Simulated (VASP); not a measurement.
Input of a VASP 6.6.1 run:

File INCAR:

```
SYSTEM = Ge5Pd
PREC = Accurate ; ENCUT = 600
EDIFF = 1E-7 ; ISMEAR = 0
SIGMA = 0.1 ; LREAL = .FALSE.
LASPH = .TRUE. ; NELM = 60
ALGO = Normal ; ISIF = 3
LWAVE = .FALSE. ; LCHARG = .FALSE.
GGA = PE ; IBRION = 2
NSW = 90 ; EDIFFG = -0.04
```

The input KPOINTS:

```
Automatic mesh
0
G
  6 6 1
  0 0 0
```

Contents of POSCAR:

```
Ge5Pd
1.0
    3.1707962800      0.0000000000      0.0000000000
   -1.5853981400      2.7459901300      0.0000000000
    0.0000000000      0.0000000000     16.0229551700
Ge Pd
5 1
Direct
    0.6666666700      0.3333333300      0.8349520000
    0.0000000000      0.0000000000      0.6673210300
    0.6666666700      0.3333333300      0.5000000000
    0.0000000000      0.0000000000      0.3326789700
    0.6666666700      0.3333333300      0.1650480000
    0.0000000000      0.0000000000      0.0000000000
```

Potentials or basis: VASP PAW PBE potentials, release 64 (Ge_d, Pd).

Command:

```bash
$ cat potpaw_PBE.64/Ge_d/POTCAR potpaw_PBE.64/Pd/POTCAR > POTCAR
$ mpirun -np 1 vasp_std > vasp.out
```

Predict the relaxed cell.

a = 3.160 Å, b = 3.160 Å, c = 12.824 Å, α = 90.00°, β = 90.00°, γ = 120.00°.

Predict the relaxed volume.

18.49 Å³/atom.

Stress tensor (GPa, compression positive):
```
0.21 0.00 0.00
0.00 0.21 0.00
0.00 0.00 0.10
```

Caveat: the k points lie up to 0.49 Å⁻¹ apart in the final cell, too coarse for converged energies and pressures of a metal; the volume moved by over 15 % at a fixed basis, so the end points are rough.
